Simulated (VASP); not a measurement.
# Si4O7 (a cell with a defect) in VASP: further runs, part 2 of 2

VASP 6.6.1. Earlier steps stand in the parts before.

## 3. Single point, LDA (atom 9 moved 0.375 of the way to it and +0.000 Å across, host rigid)

The input, INCAR:

```
PREC = Accurate
ENCUT = 520
EDIFF = 1E-6
ISMEAR = 0
SIGMA = 0.05
LREAL = F
LASPH = T
NELM = 100
ALGO = Normal
ISIF = 2
LWAVE = F
LCHARG = T
LELF = T
LVHAR = T
NBANDS = 40
```

The input, KPOINTS:

```
regular mesh
0
Gamma
  6 6 6
```

The input, POSCAR:

```
Si4O7
1.0
    0.0000000000      4.1548619959     -2.6614337333
    0.0000000000     -4.1548619959     -2.6614337333
   -4.1548619959      0.0000000000      2.6614337333
Si O
4 7
Direct
    0.2500000000      0.7500000000      0.5000000000
    0.7500000000      0.2500000000      0.5000000000
    0.0000000000      0.0000000000      1.0000000000
    0.5000000000      0.5000000000      1.0000000000
    1.0000000000      0.3055647994      0.3055647994
    0.5555647994      0.7500000000      0.8055647994
    0.0555647994      0.2500000000      0.8055647994
    0.0000000000      0.6944352006      0.6944352006
    0.5000000000      0.0486088002      0.5486088002
    0.9444352006      0.7500000000      0.1944352006
    0.4444352006      0.2500000000      0.1944352006
```

Potentials or basis: VASP PAW LDA potentials, release 64 (Si, O).

Run with:

```sh
cat potpaw_LDA.64/Si/POTCAR potpaw_LDA.64/O/POTCAR > POTCAR
mpirun -np 1 vasp_std > vasp.out
```

OUTCAR:

```text
PREC = Accurate
   ENCUT = 520
   EDIFF = 1E-6
   ISMEAR = 0
   LREAL = F
   LASPH = T
   NELM = 100
   ISIF = 2

 ion  position               nearest neighbor table
   1  0.250  0.750  0.500-   9 1.36   8 1.75   5 1.75   6 1.80  10 1.80   2 2.66   2 2.66
   2  0.750  0.250  0.500-   9 1.36   8 1.75   5 1.75   7 1.80  11 1.80   1 2.66   1 2.66
   3  0.000  0.000  0.000-   6 1.75   7 1.75  10 1.75  11 1.75   5 1.80   8 1.80   4 2.66   4 2.66

   4  0.500  0.500  0.000-   6 1.75   7 1.75  10 1.75  11 1.75   3 2.66   3 2.66
   5  0.000  0.306  0.306-   1 1.75   2 1.75   3 1.80
   6  0.556  0.750  0.806-   3 1.75   4 1.75   1 1.80
   7  0.056  0.250  0.806-   3 1.75   4 1.75   2 1.80
   8  0.000  0.694  0.694-   1 1.75   2 1.75   3 1.80
   9  0.500  0.049  0.549-   2 1.36   1 1.36
  10  0.944  0.750  0.194-   3 1.75   4 1.75   1 1.80
  11  0.444  0.250  0.194-   3 1.75   4 1.75   2 1.80

  LATTYP: Found a body centered tetragonal cell.
 ALAT       =     5.8758621844
 C/A-ratio  =     0.9058870511

  Lattice vectors:

 A1 = (   0.0000000000,   4.1548619959,  -2.6614337333)
 A2 = (   0.0000000000,  -4.1548619959,  -2.6614337333)
[... 201 lines left out ...]

 k-point     1 :       0.0000    0.0000    0.0000
  band No.  band energies     occupation
      1     -15.4664      2.00000
      2     -13.4327      2.00000
      3     -11.7838      2.00000
      4     -11.2431      2.00000
      5     -11.2077      2.00000
      6     -11.0087      2.00000
[... 1021 lines left out ...]
     39      19.1278      0.00000
     40      19.2416      0.00000

 [... further k-points ...]
[... 5 lines left out ...]
  --------------------------------------------------------------------------------------
  -------------------------------------------------------------------------------------
  Total        5.4885377      5.4885377     49.8956149     -0.8087832      0.0000000      0.0000000
  in kB       95.6992142     95.6992142    869.9896817    -14.1021018      0.0000000      0.0000000
  external PRESSURE =     353.7960367 kB  Pullay stress =       0.0000000 kB

 VOLUME and BASIS-vectors are now :
 -----------------------------------------------------------------------------
  energy-cutoff  :      520.00
  volume of cell :       91.89
      direct lattice vectors                 reciprocal lattice vectors
     0.000000000  4.154861996 -2.661433733    -0.120340940  0.120340940 -0.187868664
     0.000000000 -4.154861996 -2.661433733    -0.120340940 -0.120340940 -0.187868664
    -4.154861996  0.000000000  2.661433733    -0.240681881  0.000000000  0.000000000

 POSITION                                       TOTAL-FORCE (eV/Angst)
 -----------------------------------------------------------------------------------
     -2.07743     -2.07743     -1.33072         3.752258      3.752258     16.723866
     -2.07743      2.07743     -1.33072         3.752258      3.752258    -16.723866
      0.00000      0.00000      0.00000        -0.133586     -0.133586      0.000000
      0.00000      0.00000     -2.66143        -2.682728     -2.682728      0.000000
     -1.26958     -1.26958      0.00000         0.110256      0.110256      0.000000
     -3.34701     -0.80785     -1.33072         0.878490      0.393619     -0.160813
     -3.34701     -0.80785      1.33072         0.878490      0.393619      0.160813
     -2.88528     -2.88528      0.00000        -0.130611     -0.130611      0.000000
     -2.27939      1.87547      0.00000        -7.212066     -7.212066      0.000000
     -0.80785      0.80785     -3.99215         0.393619      0.878490     -0.160813
     -0.80785      0.80785     -1.33072         0.393619      0.878490      0.160813
 -----------------------------------------------------------------------------------
    total drift:                                0.000217      0.000217     -0.000000

  FREE ENERGIE OF THE ION-ELECTRON SYSTEM (eV)
  ---------------------------------------------------
  free  energy   TOTEN  =       -84.1532252606 eV

  energy  without entropy=      -84.1532141022  energy(sigma->0) =      -84.15321968
```

stdout:

```text
POSCAR found type information on POSCAR SiO
 POSCAR found :  2 types and      11 ions
 scaLAPACK will be used
 LDA part: xc-table for (Slater(with rela. corr.)+CA(PZ))
 , standard interpolation
 POSCAR, INCAR and KPOINTS ok, starting setup
 FFT: planning ... GRIDC
 FFT: planning ... GRID_SOFT
 FFT: planning ... GRID
 WAVECAR not read
 entering main loop
```

Wall time 2.2 min (1 thread of Intel Xeon 6975P-C (Granite Rapids), shared host); peak memory 0.26 GiB.

What came out:

* Free energy: -84.1532 eV
* Pressure: 35.4 GPa
* Largest force: 17.546 eV/Å
* Band gap on the k mesh: 0.20 eV

Forces in eV/Å, atoms in the order of the input:
```
Si    3.752   3.752  16.724
Si    3.752   3.752 -16.724
Si   -0.134  -0.134   0.000
Si   -2.683  -2.683   0.000
O     0.110   0.110   0.000
O     0.878   0.394  -0.161
O     0.878   0.394   0.161
O    -0.131  -0.131   0.000
O    -7.212  -7.212   0.000
O     0.394   0.878  -0.161
O     0.394   0.878   0.161
```

Stress tensor (GPa, compression positive):
```
 9.57 -1.41  0.00
-1.41  9.57  0.00
 0.00  0.00 87.00
```

Levels at points of the mesh, in eV from the valence-band top:
| k point | band 27 | band 28 | band 29 | band 30 | band 31 | band 32 |
| --- | --- | --- | --- | --- | --- | --- |
| (0.00, 0.00, 0.00) | -5.07 | -4.50 | -1.96 | 0.37 | 2.60 | 2.77 |
| (0.50, 0.00, 0.00) | -5.61 | -4.93 | -0.31 | 1.12 | 1.75 | 3.32 |
| (0.50, 0.00, 0.50) | -5.21 | -5.07 | -0.33 | 0.88 | 1.56 | 3.28 |
| (0.50, 0.50, 0.00) | -5.57 | -5.46 | -0.68 | 0.58 | 3.65 | 3.93 |
| (0.50, 0.50, 0.50) | -6.23 | -5.97 | -0.24 | 1.39 | 2.79 | 2.92 |

Caveat: the cell differs from its parent crystal (atom 9 moved 0.375 of the way to it and +0.000 Å across, host rigid).

## 4. Single point, LDA (atom 9 moved 0.000 of the way to it and +0.000 Å across, host rigid)

The input, INCAR:

```
PREC = Accurate
ENCUT = 520
EDIFF = 1E-7
ISMEAR = 0
SIGMA = 0.05
LREAL = False
LASPH = True
NELM = 80
ALGO = Normal
ISIF = 2
LWAVE = False
LCHARG = False
NBANDS = 40
```

KPOINTS is that of step 3.

Changes to POSCAR since step 3:

```diff
@@ -16,3 +16,3 @@
     0.0000000000      0.6944352006      0.6944352006
-    0.5000000000      0.0486088002      0.5486088002
+    0.5000000000      0.1944352006      0.6944352006
     0.9444352006      0.7500000000      0.1944352006
```

Potentials or basis: VASP PAW LDA potentials, release 64 (Si, O).

Run with:

```sh
cat potpaw_LDA.64/Si/POTCAR potpaw_LDA.64/O/POTCAR > POTCAR
mpirun -np 1 vasp_std > vasp.out
```

OUTCAR:

```text
PREC = Accurate
   ENCUT = 520
   EDIFF = 1E-7
   ISMEAR = 0
   LREAL = False
   LASPH = True
   NELM = 80
   ISIF = 2

 ion  position               nearest neighbor table
   1  0.250  0.750  0.500-   5 1.75   8 1.75   9 1.75   6 1.80  10 1.80   2 2.66   2 2.66
   2  0.750  0.250  0.500-   5 1.75   8 1.75   9 1.75   7 1.80  11 1.80   1 2.66   1 2.66
   3  0.000  0.000  0.000-   6 1.75   7 1.75  10 1.75  11 1.75   5 1.80   8 1.80   4 2.66   4 2.66

   4  0.500  0.500  0.000-   6 1.75   7 1.75  10 1.75  11 1.75   9 1.80   3 2.66   3 2.66
   5  0.000  0.306  0.306-   1 1.75   2 1.75   3 1.80
   6  0.556  0.750  0.806-   3 1.75   4 1.75   1 1.80
   7  0.056  0.250  0.806-   3 1.75   4 1.75   2 1.80
   8  0.000  0.694  0.694-   1 1.75   2 1.75   3 1.80
   9  0.500  0.194  0.694-   1 1.75   2 1.75   4 1.80
  10  0.944  0.750  0.194-   3 1.75   4 1.75   1 1.80
  11  0.444  0.250  0.194-   3 1.75   4 1.75   2 1.80

  LATTYP: Found a body centered tetragonal cell.
 ALAT       =     5.8758621844
 C/A-ratio  =     0.9058870511

  Lattice vectors:

[... 201 lines left out ...]
 fundamental gap:      1.8985120775
 Fermi energy:         9.9286692778

 k-point     1 :       0.0000    0.0000    0.0000
  band No.  band energies     occupation
      1     -14.6446      2.00000
      2     -11.8469      2.00000
      3     -11.4929      2.00000
      4     -11.2189      2.00000
      5     -10.9915      2.00000
      6     -10.6670      2.00000
[... 1021 lines left out ...]
     39      19.2216      0.00000
     40      19.6601      0.00000

 [... further k-points ...]
[... 5 lines left out ...]
  --------------------------------------------------------------------------------------
  -------------------------------------------------------------------------------------
  Total       -0.2347049     -0.2347049     -1.7240299     -1.7115180      0.0000000      0.0000000
  in kB       -4.0923598     -4.0923598    -30.0605215    -29.8423619      0.0000000      0.0000000
  external PRESSURE =     -12.7484137 kB  Pullay stress =       0.0000000 kB

 VOLUME and BASIS-vectors are now :
 -----------------------------------------------------------------------------
  energy-cutoff  :      520.00
  volume of cell :       91.89
      direct lattice vectors                 reciprocal lattice vectors
     0.000000000  4.154861996 -2.661433733    -0.120340940  0.120340940 -0.187868664
     0.000000000 -4.154861996 -2.661433733    -0.120340940 -0.120340940 -0.187868664
    -4.154861996  0.000000000  2.661433733    -0.240681881  0.000000000  0.000000000

 POSITION                                       TOTAL-FORCE (eV/Angst)
 -----------------------------------------------------------------------------------
     -2.07743     -2.07743     -1.33072         0.472590      0.472590     -1.298243
     -2.07743      2.07743     -1.33072         0.472590      0.472590      1.298243
      0.00000      0.00000      0.00000        -0.134588     -0.134588      0.000000
      0.00000      0.00000     -2.66143        -0.199158     -0.199158      0.000000
     -1.26958     -1.26958      0.00000         0.192800      0.192800      0.000000
     -3.34701     -0.80785     -1.33072        -0.031383     -0.117449     -0.075445
     -3.34701     -0.80785      1.33072        -0.031383     -0.117449      0.075445
     -2.88528     -2.88528      0.00000        -0.084272     -0.084272      0.000000
     -2.88528      1.26958      0.00000        -0.422296     -0.422296      0.000000
     -0.80785      0.80785     -3.99215        -0.117449     -0.031383     -0.075445
     -0.80785      0.80785     -1.33072        -0.117449     -0.031383      0.075445
 -----------------------------------------------------------------------------------
    total drift:                               -0.000024     -0.000023     -0.000002

  FREE ENERGIE OF THE ION-ELECTRON SYSTEM (eV)
  ---------------------------------------------------
  free  energy   TOTEN  =       -91.4559033904 eV

  energy  without entropy=      -91.4559033904  energy(sigma->0) =      -91.45590339
```

stdout:

```text
POSCAR found type information on POSCAR SiO
 POSCAR found :  2 types and      11 ions
 scaLAPACK will be used
 LDA part: xc-table for (Slater(with rela. corr.)+CA(PZ))
 , standard interpolation
 POSCAR, INCAR and KPOINTS ok, starting setup
 FFT: planning ... GRIDC
 FFT: planning ... GRID_SOFT
 FFT: planning ... GRID
 WAVECAR not read
 entering main loop
```

Run time: 2.5 min. Hardware: 1 thread of Intel Xeon 6975P-C (Granite Rapids), shared host; peak memory 0.25 GiB.

What came out:

- Free energy: -91.4559 eV
- Pressure: -1.3 GPa
- Largest force: 1.460 eV/Å
- Band gap on the k mesh: 1.90 eV

Forces on the atoms (eV/Å):
```
Si   0.473  0.473 -1.298
Si   0.473  0.473  1.298
Si  -0.135 -0.135  0.000
Si  -0.199 -0.199  0.000
O    0.193  0.193  0.000
O   -0.031 -0.117 -0.075
O   -0.031 -0.117  0.075
O   -0.084 -0.084  0.000
O   -0.422 -0.422  0.000
O   -0.117 -0.031 -0.075
O   -0.117 -0.031  0.075
```

Caveat: the cell differs from its parent crystal (atom 9 moved 0.000 of the way to it and +0.000 Å across, host rigid).
